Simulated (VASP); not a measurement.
Write the native input for VASP 6.6.1 that does the following.

```yaml
Task: single point
Functional: LDA
Potentials_or_basis: VASP PAW LDA potentials, release 64 (Na_pv)
Cutoff: 520 eV
k_mesh: 12 × 12 × 12
Occupations: fermi-dirac, width 0.05 eV
Spin: no spin polarisation
Dipole_correction: no
k_mesh_for_the_DOS: 18 × 18 × 18
Occupations_for_the_DOS: tetrahedron
Further_INCAR_settings: ALGO = Normal; EDIFF = 1e-07
```

The system is Na.

```
CELL_PARAMETERS angstrom
3.29328 0.00000 0.00000
0.00000 3.29328 0.00000
0.00000 0.00000 3.29328
ATOMIC_POSITIONS crystal
Na 0.00000 0.00000 0.00000
```

This isn't the form of Na at room conditions, which is bcc.

One way to write it, as run:

POSCAR

```
Na
1.0
    3.2932823598      0.0000000000      0.0000000000
    0.0000000000      3.2932823598      0.0000000000
    0.0000000000      0.0000000000      3.2932823598
Na
1
Direct
    0.0000000000      0.0000000000      0.0000000000
```

INCAR.step1

```
PREC = Accurate ; ENCUT = 520
EDIFF = 1E-7 ; ISMEAR = -1
SIGMA = 0.05 ; LREAL = F
LASPH = T ; NELM = 100
ALGO = Normal ; ISIF = 2
LWAVE = F ; LCHARG = T
NBANDS = 10
```

KPOINTS.step1

```
Automatic mesh
0
Gamma
  12 12 12
```

INCAR.step2

```
PREC = Accurate ; ENCUT = 520
EDIFF = 1E-7 ; ISMEAR = -5
SIGMA = 0.05 ; LREAL = F
LASPH = T ; NELM = 100
ALGO = Normal ; ISIF = 2
LWAVE = F ; LCHARG = F
LORBIT = 11 ; NEDOS = 2001
ICHARG = 11
```

KPOINTS.step2

```
Automatic mesh
0
Gamma
  18 18 18
```

Potentials or basis: VASP PAW LDA potentials, release 64 (Na_pv).

Launch:

```bash
$ cat potpaw_LDA.64/Na_pv/POTCAR > POTCAR
$ cp INCAR.step1 INCAR
$ cp KPOINTS.step1 KPOINTS
$ mpirun -np 1 vasp_std > vasp.out
$ cp INCAR.step2 INCAR
$ cp KPOINTS.step2 KPOINTS
$ mpirun -np 1 vasp_std > vasp.out
```

It gave:

| Item | Value |
| --- | --- |
| Valence electrons inside the program's atomic spheres | Na 6.08 |

It took 14 s on 1 thread of Intel(R) Xeon(R) Platinum 8375C CPU @ 2.90GHz (Ice Lake), on a shared host, peak memory 0.15 GiB.
